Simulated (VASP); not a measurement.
Here is a VASP 6.6.1 calculation.

INCAR

```
PREC     = Accurate       # precision mode
ENCUT    = 520            # plane-wave cutoff, eV
EDIFF    = 1E-6           # SCF threshold, eV
ISMEAR   = 0              # smearing method
SIGMA    = 0.15           # smearing width, eV
LREAL    = F              # projectors in reciprocal space
LASPH    = T              # aspherical terms in the spheres
NELM     = 60             # most SCF steps
ALGO     = Normal         # electronic algorithm
ISIF     = 2              # what is computed and relaxed
LWAVE    = F              # write WAVECAR
LCHARG   = F              # write CHGCAR
GGA      = PE             # functional
NBANDS   = 16             # bands
```

The input KPOINTS:

```
regular mesh
0
Gamma
  12 12 12
```

POSCAR

```
CoSi2
1.0
    0.0000000000      2.7427584909      2.5550121360
    2.7427584909      0.0000000000      2.5550121360
    2.7427584909      2.7427584909      0.0000000000
Co Si
1 2
Direct
    0.0000000000      0.0000000000      0.0000000000
    0.2194049986      0.2194049986      0.2805950014
    0.7805950014      0.7805950014      0.7194049986
```

Potentials or basis: VASP PAW PBE potentials, release 64 (Co, Si).

Run with:

```console
$ cat potpaw_PBE.64/Co/POTCAR potpaw_PBE.64/Si/POTCAR > POTCAR
$ mpirun -np 1 vasp_std > vasp.out
```

Q: What does it give for the pressure?

A: 5.9 GPa.

Q: Predict the largest force.

A: 3.050 eV/Å.

Stress tensor (GPa, compression positive):
```
-0.58 10.22  0.00
10.22 -0.58  0.00
 0.00  0.00 18.72
```

Caveat: the cell differs from its parent crystal (mode 6 frozen in at -0.164 Å, strain +e along z and -e/2 along x and y -0.0467); forces of over 1 eV/Å act on the atoms, so gaps and moduli don't describe the material at rest. Spin polarisation is off, so any magnetic state and its effect on volume and gap are missing.
